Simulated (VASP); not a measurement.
A run of VASP 6.6.1 is set up as follows.

POSCAR

```
ZnS
1.0
    7.1791809626     -0.0000000001      0.0000000000
   -3.5895904813      6.2173530920      0.0000000000
    0.0000000000      0.0000000000      5.8799973210
Zn S
8 8
Direct
    0.0072749633      0.0134562086      0.0165426946
    0.0065598542     -0.0028687449      0.4964755663
   -0.0020720087      0.4944173114     -0.0061311252
   -0.0084258265      0.4874894437      0.4916670607
    0.4846162282      0.0074661997     -0.0004948982
    0.5237133847      0.0170033772      0.5128553357
    0.5074330087      0.5057087725     -0.0241979702
    0.4998680098      0.4981367399      0.4987400232
    0.1784206091      0.3527686087      0.2472977317
    0.3195223086      0.1625685376      0.7695836840
    0.1528847391      0.8113171193      0.2579870223
    0.3482486687      0.6855222692      0.7618673539
    0.6425784743      0.3144526250      0.2658208694
    0.8189068701      0.1594487213      0.7357136005
    0.6622201940      0.8198527452      0.2426317432
    0.8385376468      0.6516332497      0.7487559534
```

The input INCAR.step1:

```
SYSTEM = ZnS
PREC     = Accurate       ! precision mode
ENCUT    = 520            ! plane-wave cutoff, eV
ISMEAR   = -1             ! smearing method
SIGMA    = 0.069          ! smearing width, eV
LREAL    = Auto         
LASPH    = .True.         ! aspherical terms in the spheres
NELM     = 80             ! most SCF steps
NBANDS   = 86             ! bands
GGA      = PE             ! functional
ALGO     = Normal         ! electronic algorithm
EDIFF    = 1E-4           ! SCF threshold, eV
LWAVE    = .True.         ! write WAVECAR
LCHARG   = .False.        ! write CHGCAR
```

Contents of INCAR.step2:

```
SYSTEM = ZnS
PREC     = Accurate       ! precision mode
ENCUT    = 520            ! plane-wave cutoff, eV
EDIFF    = 1E-6           ! SCF threshold, eV
ISMEAR   = -1             ! smearing method
SIGMA    = 0.069          ! smearing width, eV
LREAL    = Auto         
LASPH    = .True.         ! aspherical terms in the spheres
NELM     = 80             ! most SCF steps
ALGO     = Normal         ! electronic algorithm
ISIF     = 2              ! what is computed and relaxed
LWAVE    = .False.        ! write WAVECAR
LCHARG   = .False.        ! write CHGCAR
METAGGA  = R2SCAN         ! meta-GGA
LMIXTAU  = .True.       
NBANDS   = 86             ! bands
ISTART   = 1
```

File KPOINTS:

```
Automatic mesh
0
Gamma
  3 3 2
  0 0 0
```

Potentials or basis: VASP PAW PBE potentials, release 64 (Zn, S).

Launch:

```console
$ cat potpaw_PBE.64/Zn/POTCAR potpaw_PBE.64/S/POTCAR > POTCAR
$ cp INCAR.step1 INCAR
$ mpirun -np 1 vasp_std > vasp.out
$ cp INCAR.step2 INCAR
$ mpirun -np 1 vasp_std > vasp.out
```

Task: What does it give for the pressure?

Result: 1.4 GPa.

Task: Predict the largest force.

Result: 1.612 eV/Å.

Forces on the atoms (eV/Å):
```
Zn  -0.177 -0.353  0.103
Zn  -0.135 -0.263 -0.040
Zn   0.048  0.234 -0.077
Zn   0.023  0.096  0.105
Zn   0.172 -0.366  0.485
Zn  -0.571 -0.873 -0.627
Zn  -0.036  0.285  0.200
Zn   0.052  0.299 -0.107
S   -0.308 -0.746  0.159
S   -0.332  0.078 -0.351
S   -0.096  0.729  0.036
S   -0.183 -0.539 -0.412
S    0.227  0.149 -0.481
S    1.301  0.486  0.818
S    0.367  0.606  0.124
S   -0.354  0.177  0.065
```

Caveat: the k points lie up to 0.53 Å⁻¹ apart; the PAW data sets were made with another functional, which shifts forces and pressure a little.
